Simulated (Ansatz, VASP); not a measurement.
## One calculation of Sb, two programs

```
Sb
1.0
     2.16161    1.24801    3.67967
    -2.16161    1.24801    3.67967
     0.00000   -2.49601    3.67967
Sb
2
Direct
  0.23615 0.23615 0.23615
  0.76385 0.76385 0.76385
```

Alike in both runs: task relaxation of cell and atoms; functional PBE; dispersion D3(BJ); k mesh 12 × 12 × 12; occupations fermi-dirac, width 0.15 eV; no spin polarisation.

|  | VASP | Ansatz |
| --- | --- | --- |
| version | VASP 6.6.1 | Ansatz 0.2.0 |
| potentials or method | VASP PAW PBE potentials, release 64 (Sb), cutoff 600 eV | scalar-relativistic, plane waves, PAW |
| valence electrons in the cell | 10 | 30 |

```tsv
	VASP	Ansatz	Ansatz less VASP
gap on the k mesh at the Fermi level, each at its own relaxed structure (eV)	none	none	-
relaxed volume (Å³/atom)	29.58	29.64	+0.059
relaxed cell length with the largest relative difference (Å)	4.431	4.439	+0.0077
```

A gap of «none» marks a metal or a gap that the smearing closes. VASP's potentials hold 10 valence electrons a cell and Ansatz's 30, so a difference there can come from the potentials and not from the codes.

Neither program's run includes spin-orbit coupling.
